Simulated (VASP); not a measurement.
Wanted: the native input for a VASP 6.6.1 run.

* Task: single point
* Functional: PBE
* Potentials or basis: VASP PAW PBE potentials, release 64 (Cd, Te)
* Cutoff: 520 eV
* k mesh: 6 × 6 × 6
* Occupations: fermi-dirac, width 0.02 eV
* Spin: no spin polarisation
* Dipole correction: no
* Further INCAR settings: ALGO = Normal; EDIFF = 1e-07; NBANDS = 16

The structure of CdTe lies in POSCAR:

```
CdTe
1.0
    0.0000000000      3.1927083098      3.2799551159
    3.1927083098      0.0000000000      3.2799551159
    3.1927083098      3.1927083098      0.0000000000
Cd Te
1 1
Direct
    0.0000000000      0.0000000000      0.0000000000
    0.2500000000      0.2500000000      0.2500000000
```

This cell differs from its parent crystal: biaxial xy strain -2.7%.

The input as run:

INCAR

```
PREC     = Accurate       # precision mode
ENCUT    = 520            # plane-wave cutoff, eV
EDIFF    = 1E-7           # SCF threshold, eV
ISMEAR   = -1             # smearing method
SIGMA    = 0.02           # smearing width, eV
LREAL    = F              # projectors in reciprocal space
LASPH    = T              # aspherical terms in the spheres
NELM     = 100            # most SCF steps
ALGO     = Normal         # electronic algorithm
ISIF     = 2              # what is computed and relaxed
LWAVE    = F              # write WAVECAR
LCHARG   = T              # write CHGCAR
GGA      = PE             # functional
LELF     = T              # ELF
LVHAR    = T            
NBANDS   = 16             # bands
```

KPOINTS

```
regular mesh
0
Gamma
  6 6 6
```

Potentials or basis: VASP PAW PBE potentials, release 64 (Cd, Te).

Command:

```console
$ cat potpaw_PBE.64/Cd/POTCAR potpaw_PBE.64/Te/POTCAR > POTCAR
$ mpirun -np 1 vasp_std > vasp.out
```

It gave:

```json
{"Pressure": "3.6 GPa", "Band gap on the k mesh": "0.79 eV, direct"}
```

Caveat: the cell differs from its parent crystal (biaxial xy strain -2.7%); spin-orbit coupling is left out, which moves the levels of the heavy elements.

Wall time 31 s on 1 thread of Intel(R) Xeon(R) 6975P-C (Granite Rapids), on a shared host, peak memory 0.21 GiB.
